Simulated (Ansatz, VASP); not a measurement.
**Ta in VASP and in Ansatz**

Contents of POSCAR:

```
Ta
1.0
    2.9716716760      0.0000000000      0.0000000000
   -1.4858358380      2.5735431631      0.0000000000
    0.0000000000      0.0000000000     10.1029679620
Ta
4
Direct
    0.0000000000      0.0000000000      0.0000000000
    0.0000000000      0.0000000000      0.5000000000
    0.3333333333      0.6666666667      0.2500000000
    0.6666666667      0.3333333333      0.7500000000
```

File INCAR.step1:

```
ALGO = Normal
EDIFF = 1E-4
ENCUT = 520
GGA = PE
ISMEAR = -1
LASPH = T
LCHARG = F
LREAL = F
LWAVE = T
NBANDS = 30
NELM = 60
PREC = Accurate
SIGMA = 0.1
```

The input INCAR.step2:

```
ALGO = Normal
EDIFF = 1E-7
ENCUT = 520
ISIF = 2
ISMEAR = -1
ISTART = 1
LASPH = T
LCHARG = T
LELF = T
LMIXTAU = T
LREAL = F
LVHAR = T
LWAVE = F
METAGGA = R2SCAN
NBANDS = 30
NELM = 60
PREC = Accurate
SIGMA = 0.1
```

File KPOINTS:

```
k-points
0
Gamma
  14 14 4
```

Input for Ansatz:

```yaml
crystal:
  lattice:
    - [2.971671676, 0.0, 0.0]
    - [-1.485835838, 2.5735431631, 0.0]
    - [0.0, 0.0, 10.102967962]
  atoms:
    - { symbol: Ta, position: [0.0, 0.0, 0.0] }
    - { symbol: Ta, position: [0.0, 0.0, 0.5] }
    - { symbol: Ta, position: [0.3333333333, 0.6666666667, 0.25] }
    - { symbol: Ta, position: [0.6666666667, 0.3333333333, 0.75] }
hamiltonian:
  xc: r2scan
  pseudopotentials:
    kind: paw
    azcp:
      Ta: "pseudopotentials/Ta.paw.azcp"
basis:
  ecutwfc: 500
  fft_grid_basis: typed
kpoints:
  mp_grid: { grid: [14, 14, 4], shift: [0, 0, 0] }
magnetization:
  spin_polarized: false
scf:
  occupations: { method: fermi_dirac, width: 0.1 }
  lower_state_search: "off"
output:
  stress: true
```

Alike in both runs: task single point; functional r2SCAN; k mesh 14 × 14 × 4; occupations fermi-dirac, width 0.1 eV; no spin polarisation.

```csv
,VASP,Ansatz
version,VASP 6.6.1,Ansatz 0.2.0
potentials or method,"VASP PAW PBE potentials, release 64 (Ta_pv), cutoff 520 eV","plane waves (500 eV) with PAW, scalar-relativistic"
valence electrons in the cell,44,52
```

|  | VASP | Ansatz | Ansatz less VASP |
| --- | --- | --- | --- |
| pressure (GPa) | -6.9 | -7.3 | -0.43 |
| traceless stress, the component that is largest in VASP (GPa) | -0.10 | -0.13 | -0.032 |

VASP's potentials were made for PBE, not for r2SCAN. VASP's potentials hold 44 valence electrons a cell and Ansatz's 52, so a difference there can come from the potentials and not from the codes.

Neither program's run includes spin-orbit coupling.
